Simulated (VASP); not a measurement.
Wanted: the native input for a VASP 6.6.1 run.

```
Task                   : single point
Functional             : PBEsol
Potentials or basis    : VASP PAW PBE potentials, release 64 (Pb_d, S)
Cutoff                 : 520 eV
k mesh                 : 4 × 6 × 6
Occupations            : gaussian, width 0.02 eV
Spin                   : no spin polarisation
Dipole correction      : no
Further INCAR settings : ALGO = Normal; EDIFF = 1e-06; NBANDS = 28
```

The structure of PbS lies in POSCAR:

```
PbS
1.0
   11.2602018862      0.0000000000      0.0000000000
    0.0000000000      3.1347649063      3.2161925800
    0.0000000000     -3.1347649063      3.2161925800
Pb S
2 2
Direct
    0.6280629413      0.2585028127      0.7585028127
    0.3719370587      0.7585028127      0.2585028127
    0.6137768719      0.7624971873      0.2624971873
    0.3862231281      0.2624971873      0.7624971873
```

This cell differs from its parent crystal: strained and its atoms moved.

The input as run:

INCAR

```
PREC = Accurate ; ENCUT = 520
EDIFF = 1E-6 ; ISMEAR = 0
SIGMA = 0.02 ; LREAL = F
LASPH = T ; NELM = 60
ALGO = Normal ; ISIF = 2
LWAVE = F ; LCHARG = F
GGA = PS ; NBANDS = 28
```

KPOINTS

```
regular mesh
0
Gamma
  4 6 6
```

Potentials or basis: VASP PAW PBE potentials, release 64 (Pb_d, S).

The run is started by

```bash
$ cat potpaw_PBE.64/Pb_d/POTCAR potpaw_PBE.64/S/POTCAR > POTCAR
$ mpirun -np 1 vasp_std > vasp.out
```

It gave:

* Largest force: 0.804 eV/Å
* Band gap on the k mesh: 1.96 eV, indirect (least direct gap 2.08 eV)

Caveat: the cell differs from its parent crystal (strained and its atoms moved); the PAW data sets were made with another functional, which shifts forces and pressure a little; spin-orbit coupling is left out, which moves the levels of the heavy elements.

Run time: 2.1 min on 1 thread of AMD EPYC 9R45 96-Core Processor (Zen 5), with other jobs on the host, peak memory 0.41 GiB.
